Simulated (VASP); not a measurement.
# MgZn3Te4 (P-4m2) in VASP: single point with PBE

Aim: the single point of MgZn3Te4 with PBE.

Program: VASP 6.6.1. These are calculated values, not measurements. Logs are shortened: lines on timing, memory, paths and dates and some standing lists are left out, and cuts for length are marked.

## (1) The cell of the first run

It takes space group P-4m2 (No. 115, tetragonal). The conventional cell has a = 4.423 Å, b = 4.423 Å, c = 12.564 Å, α = 90.00°, β = 90.00°, γ = 90.00°. Within 3.7 Å of Mg (site symmetry -4m2) lie 4 Te at 2.80 Å. Within 3.5 Å of Zn (site symmetry 2mm) lie 4 Te at 2.69 Å. Within 3.5 Å of Zn (site symmetry -4m2) lie 4 Te at 2.68 Å. Te (site symmetry 2mm) has 4 Zn at 2.68 to 2.69 Å within 3.5 Å. Within 3.5 Å of Te (site symmetry 2mm) lie 2 Zn at 2.69 Å and 2 Mg at 2.80 Å.

## (2) Single point, PBE

The input, POSCAR:

```
MgZn3Te4
1.0
    4.4234758000      0.0000000000      0.0000000000
    0.0000000000      4.4234758000      0.0000000000
    0.0000000000      0.0000000000     12.5638084000
Mg Zn Te
1 3 4
Direct
    0.5000000000      0.5000000000      0.0000000000
    0.0000000000      0.0000000000      0.7424230000
    0.5000000000      0.5000000000      0.5000000000
    0.0000000000      0.0000000000      0.2575770000
    0.5000000000      0.0000000000      0.3788800000
    0.0000000000      0.5000000000      0.1361600000
    0.5000000000      0.0000000000      0.8638400000
    0.0000000000      0.5000000000      0.6211200000
```

The input, INCAR.step1:

```
ALGO = Normal
EDIFF = 1E-6
ENCUT = 520
GGA = PE
ISIF = 2
ISMEAR = 0
LASPH = T
LCHARG = T
LREAL = F
LWAVE = F
NBANDS = 41
NELM = 80
PREC = Accurate
SIGMA = 0.02
```

The input, KPOINTS.step1:

```
k-points
0
Gamma
  6 6 4
```

The input, INCAR.step2:

```
ALGO = Normal
EDIFF = 1E-6
ENCUT = 520
GGA = PE
ICHARG = 11
ISIF = 2
ISMEAR = -5
LASPH = T
LCHARG = F
LORBIT = 10
LREAL = F
LWAVE = F
NBANDS = 41
NEDOS = 1001
NELM = 80
PREC = Accurate
SIGMA = 0.02
```

The input, KPOINTS.step2:

```
k-points
0
Gamma
  9 9 6
```

Potentials or basis: VASP PAW PBE potentials, release 64 (Mg, Zn, Te).

Launch:

```bash
$ cat potpaw_PBE.64/Mg/POTCAR potpaw_PBE.64/Zn/POTCAR potpaw_PBE.64/Te/POTCAR > POTCAR
$ cp INCAR.step1 INCAR
$ cp KPOINTS.step1 KPOINTS
$ mpirun -np 1 vasp_std > vasp.out
$ cp INCAR.step2 INCAR
$ cp KPOINTS.step2 KPOINTS
$ mpirun -np 1 vasp_std > vasp.out
```

OUTCAR:

```text
EDIFF = 1E-6
   ENCUT = 520
   GGA = PE
   ICHARG = 11
   ISIF = 2
   ISMEAR = -5
   LASPH = T
   LORBIT = 10
   LREAL = F
   NELM = 80
   PREC = Accurate

 ion  position               nearest neighbor table
   1  0.500  0.500  0.000-   6 2.80   7 2.80   7 2.80   6 2.80
   2  0.000  0.000  0.742-   8 2.69   8 2.69   7 2.69   7 2.69
   3  0.500  0.500  0.500-   5 2.68   8 2.68   5 2.68   8 2.68
   4  0.000  0.000  0.258-   5 2.69   5 2.69   6 2.69   6 2.69
   5  0.500  0.000  0.379-   3 2.68   3 2.68   4 2.69   4 2.69
   6  0.000  0.500  0.136-   4 2.69   4 2.69   1 2.80   1 2.80
   7  0.500  0.000  0.864-   2 2.69   2 2.69   1 2.80   1 2.80
   8  0.000  0.500  0.621-   3 2.68   3 2.68   2 2.69   2 2.69

  LATTYP: Found a simple tetragonal cell.
 ALAT       =     4.4234758000
 C/A-ratio  =     2.8402570666

  Lattice vectors:

 A1 = (   4.4234758000,   0.0000000000,   0.0000000000)
 A2 = (   0.0000000000,   4.4234758000,   0.0000000000)
 A3 = (   0.0000000000,   0.0000000000,  12.5638084000)

Analysis of symmetry for initial positions (statically):
=====================================================================
 Subroutine PRICEL returns:
 Original cell was already a primitive cell.

 Routine SETGRP: Setting up the symmetry group for a
 simple tetragonal supercell.

 Subroutine GETGRP returns: Found  8 space group operations
 (whereof  8 operations were pure point group operations)
 out of a pool of 16 trial point group operations.

The static configuration has the point symmetry D_2d.

Analysis of symmetry for dynamics (positions and initial velocities):
=====================================================================
 Subroutine PRICEL returns:
 Original cell was already a primitive cell.

 Routine SETGRP: Setting up the symmetry group for a
 simple tetragonal supercell.

 Subroutine GETGRP returns: Found  8 space group operations
 (whereof  8 operations were pure point group operations)
 out of a pool of 16 trial point group operations.

The dynamic configuration has the point symmetry D_2d.

 Subroutine INISYM returns: Found  8 space group operations
 (whereof  8 operations are pure point group operations),
 and found     1 'primitive' translations

----------------------------------------------------------------------------------------

                                     Primitive cell

  volume of cell :     245.8378

  direct lattice vectors                    reciprocal lattice vectors
     4.423475800  0.000000000  0.000000000     0.226066570  0.000000000  0.000000000
     0.000000000  4.423475800  0.000000000     0.000000000  0.226066570  0.000000000
     0.000000000  0.000000000 12.563808400     0.000000000  0.000000000  0.079593700

  length of vectors
     4.423475800  4.423475800 12.563808400     0.226066570  0.226066570  0.079593700

  position of ions in fractional coordinates (direct lattice)
     0.500000000  0.500000000  0.000000000
     0.000000000  0.000000000  0.742423000
     0.500000000  0.500000000  0.500000000
     0.000000000  0.000000000  0.257577000
     0.500000000  0.000000000  0.378880000
     0.000000000  0.500000000  0.136160000
     0.500000000  0.000000000  0.863840000
     0.000000000  0.500000000  0.621120000

  ion indices of the primitive-cell ions
   primitive index   ion index
                 1           1
                 2           2
                 3           3
                 4           4
                 5           5
                 6           6
                 7           7
                 8           8

----------------------------------------------------------------------------------------

 KPOINTS: k-points

Automatic generation of k-mesh.
 Grid dimensions read from file:
 generate k-points for:    9    9    6

 Generating k-lattice:

  Cartesian coordinates                     Fractional coordinates (reciprocal lattice)
     0.025118508  0.000000000  0.000000000     0.111111111  0.000000000  0.000000000
     0.000000000  0.025118508  0.000000000     0.000000000  0.111111111  0.000000000
     0.000000000  0.000000000  0.013265617     0.000000000  0.000000000  0.166666667

  Length of vectors
     0.025118508  0.025118508  0.013265617

  Shift w.r.t. Gamma in fractional coordinates (k-lattice)
     0.000000000  0.000000000  0.000000000

 TETIRR: Found    723 inequivalent tetrahedra from     2916

 Subroutine IBZKPT returns following result:
 ===========================================

 Found     60 irreducible k-points:

 Following reciprocal coordinates:
            Coordinates               Weight
  0.000000  0.000000  0.000000      1.000000
  0.111111  0.000000  0.000000      4.000000
  0.222222  0.000000  0.000000      4.000000
  0.333333  0.000000  0.000000      4.000000
  0.444444  0.000000  0.000000      4.000000
  0.111111  0.111111  0.000000      4.000000
[... 16 lines left out ...]
  0.333333  0.111111  0.166667     16.000000
  0.444444  0.111111  0.166667     16.000000
 [... further k-points ...]
   k-points           NKPTS =     60   k-points in BZ     NKDIM =     60   number of bands    NBANDS=     41
   number of dos      NEDOS =   1001   number of ions     NIONS =      8
   total plane-waves  NPLWV = 124416
   dimension x,y,z NGX =    36 NGY =   36 NGZ =   96
   dimension x,y,z NGXF=    72 NGYF=   72 NGZF=  192
   ions per type =               1   3   4
   NGX,Y,Z   is equivalent  to a cutoff of  13.53, 13.53, 12.70 a.u.
   NGXF,Y,Z  is equivalent  to a cutoff of  27.06, 27.06, 25.41 a.u.
 SYSTEM =  unknown system
   PREC   = accura    normal or accurate (medium, high low for compatibility)
   ISTART =      0    job   : 0-new  1-cont  2-samecut
   ICHARG =     11    charge: 1-file 2-atom 10-const
   ISPIN  =      1    spin polarized calculation?
   LNONCOLLINEAR =      F non collinear calculations
   LSORBIT =      F    spin-orbit coupling
   LASPH  =      T    aspherical Exc in radial PAW
   ENCUT  =  520.0 eV  38.22 Ry    6.18 a.u.   8.22  8.22 23.36*2*pi/ulx,y,z
   NELM   =     80;   NELMIN=  2; NELMDL=  0     # of ELM steps
   EDIFF  = 0.1E-05   stopping-criterion for ELM
   LREAL  =      F    real-space projection
   EDIFFG = 0.1E-04   stopping-criterion for IOM
   NSW    =      0    number of steps for IOM
   IBRION =     -1    ionic relax: 0-MD 1-quasi-New 2-CG
   NFREE  =      0    steps in history (QN), initial steepest desc. (CG)
   ISIF   =      2    stress and relaxation
   ISYM   =      2    0-nonsym 1-usesym 2-fastsym
   POTIM  = 0.5000    time-step for ionic-motion
   TEBEG  =    0.0;   TEEND  =   0.0 temperature during run
   PSTRESS=    0.0 pullay stress
   NELECT =      62.0000    total number of electrons
   NUPDOWN=      -1.0000    fix difference up-down
   EMIN   =  10.00;   EMAX   =-10.00  energy-range for DOS
   EFERMI =   0.00;   METHOD = LEGACY
   ISMEAR =    -5;   SIGMA  =   0.02  broadening in eV -4-tet -1-fermi 0-gaus
   EFERMI_NEDOS =   21; number of points for ismear=-14 and -15
   IALGO  =     38    algorithm
   IMIX   =      4    mixing-type and parameters
     AMIX     =   0.40;   BMIX     =  1.00
     AMIX_MAG =   1.60;   BMIX_MAG =  1.00
  volume/ion in A,a.u.               =      30.73       207.37
  Fermi-wavevector in a.u.,A,eV,Ry     =   1.034322  1.954586 14.555818  1.069822
  Thomas-Fermi vector in A             =   2.168612
   LORBIT       =     10    0 simple, 1 ext, 2 COOP (PROOUT), +10 PAW based schemes
   GGA     = PE    functional components
   LHFCALC =     F    Hartree Fock is set to
   AEXX    =    0.0000 exact exchange contribution
   IVDW    =     0    specifies the selected vdW correction
   LEPSILON=     F    determine dielectric tensor
   LRPA    =     F    only Hartree local field effects (RPA)
 non-spin polarized calculation
 Fermi weights with tetrahedron method with Bloechl corrections
  energy-cutoff  :      520.00
  volume of cell :      245.84
 maximum number of plane-waves:      6654
 NGX is ok and might be reduce to    36

 number of electron      61.9999991 magnetization

 Free energy of the ion-electron system (eV)
  ---------------------------------------------------
  ext. energy  EPLUGINS =         0.00000000
  ---------------------------------------------------
  free energy    TOTEN  =       -21.89492715 eV

  energy without entropy =      -21.89492715  energy(sigma->0) =      -21.89492715

 E-fermi :   2.5550     XC(G=0):  -8.4991

 val. band max:        2.5469186955   @ k =   0.0000   0.0000   0.0000
 cond. band min:       3.8289726035   @ k =   0.0000   0.0000   0.0000
 fundamental gap:      1.2820539080
 Fermi energy:         2.5549519721

 k-point     1 :       0.0000    0.0000    0.0000
  band No.  band energies     occupation
      1      -8.6845      2.00000
      2      -8.2517      2.00000
      3      -8.0715      2.00000
      4      -7.6298      2.00000
      5      -4.0451      2.00000
      6      -4.0451      2.00000
[... 33 lines left out ...]
     40       7.2379      0.00000
     41       7.2406      0.00000

 k-point     2 :       0.1111    0.0000    0.0000
  band No.  band energies     occupation
      1      -8.6355      2.00000
      2      -8.2184      2.00000
      3      -8.0429      2.00000
      4      -7.6285      2.00000
      5      -4.0424      2.00000
      6      -4.0423      2.00000
[... 957 lines left out ...]
     40       7.9837      0.00000
     41       8.2852      0.00000

 k-point    24 :       0.4444    0.1111    0.1667
  band No.  band energies     occupation
      1      -8.0616      2.00000
      2      -7.9594      2.00000
      3      -7.7908      2.00000
      4      -7.7163      2.00000
      5      -4.0103      2.00000
      6      -4.0029      2.00000
[... 33 lines left out ...]
     40       7.9493      0.00000
     41       8.0431      0.00000

 [... further k-points ...]

------------------------ aborting loop because EDIFF is reached ----------------------------------------

  FORCE on cell =-STRESS in cart. coord.  units (eV):
  Direction    XX          YY          ZZ          XY          YZ          ZX
  --------------------------------------------------------------------------------------
  -------------------------------------------------------------------------------------
  Total       -0.0122305     -0.0122305      0.0981903      0.0000000     -0.0000000      0.0000000
  in kB       -0.0797089     -0.0797089      0.6399269      0.0000000     -0.0000000      0.0000000
  external PRESSURE =       0.1601697 kB  Pullay stress =       0.0000000 kB

 VOLUME and BASIS-vectors are now :
 -----------------------------------------------------------------------------
  energy-cutoff  :      520.00
  volume of cell :      245.84
      direct lattice vectors                 reciprocal lattice vectors
     4.423475800  0.000000000  0.000000000     0.226066570  0.000000000  0.000000000
     0.000000000  4.423475800  0.000000000     0.000000000  0.226066570  0.000000000
     0.000000000  0.000000000 12.563808400     0.000000000  0.000000000  0.079593700

 POSITION                                       TOTAL-FORCE (eV/Angst)
 -----------------------------------------------------------------------------------
      2.21174      2.21174      0.00000        -0.000000      0.000000      0.000000
      0.00000      0.00000      9.32766        -0.000000     -0.000000      0.003031
      2.21174      2.21174      6.28190        -0.000000      0.000000      0.000000
      0.00000      0.00000      3.23615        -0.000000      0.000000     -0.003031
      2.21174      0.00000      4.76018        -0.000000      0.000000     -0.005748
      0.00000      2.21174      1.71069        -0.000000      0.000000     -0.012354
      2.21174      0.00000     10.85312         0.000000      0.000000      0.012354
      0.00000      2.21174      7.80363        -0.000000     -0.000000      0.005748
 -----------------------------------------------------------------------------------
    total drift:                                0.000000     -0.000000      0.000000

  FREE ENERGIE OF THE ION-ELECTRON SYSTEM (eV)
  ---------------------------------------------------
  free  energy   TOTEN  =       -21.8949271500 eV

  energy  without entropy=      -21.8949271500  energy(sigma->0) =      -21.89492715

 total charge

# of ion       s       p       d       tot
------------------------------------------
    1        0.178   0.130   0.023   0.331
    2        0.544   0.391   9.760  10.694
    3        0.547   0.396   9.758  10.701
    4        0.544   0.391   9.760  10.694
    5        1.348   2.050   0.025   3.422
    6        1.342   2.102   0.017   3.462
    7        1.342   2.102   0.017   3.462
    8        1.348   2.050   0.025   3.422
--------------------------------------------------
tot          7.191   9.613  29.385  46.189
```

Wall time 25 min (1 thread of Intel Xeon 8259CL, shared host); peak memory 0.69 GiB.

Results:

```yaml
Valence_electrons_inside_the_program's_atomic_spheres: Mg 0.33; Zn 10.69, 10.70 (each value once); Te 3.42, 3.46 (each value once)
```

Caveat: spin-orbit coupling is left out, which moves the levels of the heavy elements.
